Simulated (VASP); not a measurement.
## GeS: single point with r2SCAN

System: GeS, a slab with vacuum.

```
Ge S
1.0
     3.58971    0.00000    0.00000
     0.00000    4.54717    0.00000
     0.00000    0.00000   40.88718
Ge S
8 8
Direct
  0.75000 0.63573 0.26903
  0.25000 0.13573 0.33359
  0.75000 0.86427 0.40149
  0.25000 0.36427 0.46605
  0.75000 0.63573 0.53395
  0.25000 0.13573 0.59851
  0.75000 0.86427 0.66641
  0.25000 0.36427 0.73097
  0.25000 0.98680 0.27626
  0.75000 0.48680 0.32636
  0.25000 0.51320 0.40872
  0.75000 0.01320 0.45882
  0.25000 0.98680 0.54118
  0.75000 0.48680 0.59128
  0.25000 0.51320 0.67364
  0.75000 0.01320 0.72374
```

| Property | Result |
| --- | --- |
| Program | VASP 6.6.1 |
| Task | single point |
| Functional | r2SCAN |
| Potentials or basis | VASP PAW PBE potentials, release 64 (Ge_d, S) |
| Cutoff | 450 eV |
| k mesh | 8 × 6 × 1 |
| Occupations | gaussian, width 0.05 eV |
| Spin | no spin polarisation |
| Dipole correction | yes |
| Further INCAR settings | ALGO = Normal; EDIFF = 1e-06; NBANDS = 94 |

The largest force is 0.122 eV/Å. The band gap on the k mesh is 1.49 eV.

Forces in eV/Å, atoms in the order of the input:
```
Ge   0.000 -0.002  0.122
Ge   0.000 -0.038 -0.053
Ge   0.000  0.010 -0.004
Ge   0.000  0.013 -0.012
Ge   0.000 -0.013  0.012
Ge   0.000 -0.010  0.004
Ge   0.000  0.038  0.053
Ge   0.000  0.002 -0.122
S    0.000 -0.026  0.046
S    0.000  0.046 -0.107
S    0.000  0.000 -0.003
S    0.000 -0.004  0.003
S    0.000  0.004 -0.003
S    0.000  0.000  0.003
S    0.000 -0.046  0.107
S    0.000  0.026 -0.046
```

Levels at points of the mesh, in eV from the valence-band top:
```tsv
k point	band 76	band 77	band 78	band 79	band 80	band 81	band 82	band 83	band 84	band 85
(0.00, 0.00, 0.00)	-1.24	-0.85	-0.52	-0.20	0.00	1.49	1.88	2.32	2.48	2.84
(0.50, 0.00, 0.00)	-1.65	-1.51	-1.51	-1.39	-1.39	1.69	1.69	1.86	1.86	1.89
(0.00, 0.50, 0.00)	-0.83	-0.83	-0.41	-0.39	-0.38	2.13	2.14	2.15	2.44	2.45
(0.50, 0.50, 0.00)	-1.56	-1.37	-1.37	-1.34	-1.34	3.15	3.15	3.15	3.15	3.27
```

Run time: 34 min on 4 MPI ranks on AMD EPYC 9R45 96-Core Processor (Zen 5), on a shared host, peak memory 1.1 GiB a rank.

Caveat: the PAW data sets were made with another functional, which shifts forces and pressure a little.
